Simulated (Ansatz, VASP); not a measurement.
# Lu2AlH2: VASP beside Ansatz

The input POSCAR:

```
Lu2AlH2
1.0
    0.0000000000      0.0000000000      3.7149400000
    3.9071400000     -2.6285910000      1.8574700000
    3.9071400000      2.6285910000     -1.8574700000
Lu H Al
2 2 1
Direct
    0.5000000000      0.7111300000      0.7111300000
    0.5000000000      0.2888700000      0.2888700000
    0.7893000000      0.7107000000      0.2893000000
    0.2107000000      0.2893000000      0.7107000000
    0.0000000000      0.0000000000      0.0000000000
```

The input INCAR.step1:

```
SYSTEM = Lu2AlH2
  ALGO = Normal
  EDIFF = 1E-4
  ENCUT = 520
  GGA = PE
  ISMEAR = -1
  LASPH = .TRUE.
  LCHARG = .FALSE.
  LREAL = .FALSE.
  LWAVE = .TRUE.
  NBANDS = 36
  NELM = 80
  PREC = Accurate
  SIGMA = 0.1
```

The input INCAR.step2:

```
SYSTEM = Lu2AlH2
  ALGO = Normal
  EDIFF = 1E-6
  ENCUT = 520
  ISIF = 2
  ISMEAR = -1
  ISTART = 1
  LASPH = .TRUE.
  LCHARG = .FALSE.
  LMIXTAU = .TRUE.
  LREAL = .FALSE.
  LWAVE = .FALSE.
  METAGGA = R2SCAN
  NBANDS = 36
  NELM = 80
  PREC = Accurate
  SIGMA = 0.1
```

The input KPOINTS:

```
k-points
0
G
  8 8 8
  0 0 0
```

Input for Ansatz:

```yaml
crystal:
  lattice:
    - [0.0, 0.0, 3.71494]
    - [3.90714, -2.628591, 1.85747]
    - [3.90714, 2.628591, -1.85747]
  atoms:
    - { symbol: Lu, position: [0.5, 0.71113, 0.71113] }
    - { symbol: Lu, position: [0.5, 0.28887, 0.28887] }
    - { symbol: H, position: [0.7893, 0.7107, 0.2893] }
    - { symbol: H, position: [0.2107, 0.2893, 0.7107] }
    - { symbol: Al, position: [0.0, 0.0, 0.0] }
  symmetry: { tolerance: 0.0003 }
kpoints:
  mp_grid: { grid: [8, 8, 8], shift: [0, 0, 0] }
  band_path:
    path:
      - [0.0, 0.0, 0.0]
      - [0.0, -0.5, -0.5]
      - [-0.38699552, -0.69349776, -0.30650224]
      - [-0.61300448, -0.30650224, 0.30650224]
      - [0.0, 0.0, 0.0]
      - [0.0, 0.36315353, -0.36315353]
      - [0.0, -0.36315353, -0.63684647]
      - [0.0, -0.5, -0.5]
      - [0.0, 0.0, 0.0]
      - [-0.5, -0.5, 0.0]
      - [-0.5, -0.25, -0.25]
    npoints: 6
magnetization:
  spin_polarized: false
scf:
  occupations: { method: fermi_dirac }
  lower_state_search: "off"
  max_iter: 200
hamiltonian:
  pseudopotentials: { kind: paw }
  xc: r2scan
basis:
  ecutwfc: 500
  fft_grid_basis: typed
output:
  forces: true
  stress: true
  eigenvalues: true
  bader: true
  populations: true
  elf: true
  write_potential: true
  volumetric_format: npy
  dos:
    e_range: [-12, 8]
    de: 0.05
    projected: { site_lists: { Al: [Al], H: [H], Lu: [Lu] } }
checkpoint:
  read: saved_state
```

Alike in both runs: task single point; functional r2SCAN; k mesh 8 × 8 × 8; no spin polarisation.

|  | VASP | Ansatz |
| --- | --- | --- |
| version | VASP 6.6.1 | Ansatz 0.2.0 |
| potentials or method | VASP PAW PBE potentials, release 64 (Lu, H, Al), cutoff 520 eV | PAW plane waves |
| occupations | fermi-dirac, width 0.1 eV | fermi-dirac |
| valence electrons in the cell | 55 | 55 |

|  | VASP | Ansatz | Ansatz less VASP |
| --- | --- | --- | --- |
| pressure (GPa) | 0.6 | 0.3 | -0.29 |
| traceless stress, the component that is largest in VASP (GPa) | -3.68 | -3.64 | +0.045 |
| rms of the force components (eV/Å) | 0.171 | 0.171 | +0.0001 |

VASP's potentials were made for PBE, not for r2SCAN. Atom by atom the forces differ by 0.000 eV/Å (rms over components).

Neither program's run includes spin-orbit coupling.
